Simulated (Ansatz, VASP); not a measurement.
One calculation of TiRh, two programs

```
CELL_PARAMETERS angstrom
2.98800 0.00000 0.00000
0.00000 2.98800 0.00000
0.00000 0.00000 3.31650
ATOMIC_POSITIONS crystal
Ti 0.50000 0.50000 0.50000
Rh 0.00000 0.00000 0.00000
```

Change from the starting cell: zz strain of -1 %.

Alike in both runs: task single point; functional PBEsol; k mesh 11 × 11 × 10; occupations fermi-dirac, width 0.05 eV; no spin polarisation.

|  | VASP | Ansatz |
| --- | --- | --- |
| version | VASP 6.6.1 | Ansatz 0.2.0 |
| potentials or method | VASP PAW PBE potentials, release 64 (Ti_sv, Rh_pv), cutoff 520 eV | all-electron LAPW, scalar-relativistic |

Ansatz gave:

```
pressure (GPa)                                                : -4.8
traceless stress, the component that is largest in VASP (GPa) : 2.57
```

Task: Which values does VASP return?

Result: Pressure (GPa): -4.9; traceless stress, the component that is largest in VASP (GPa): 2.57.

VASP's potentials were made for PBE, not for PBEsol. Ansatz ran all-electron here, and VASP with PAW potentials.
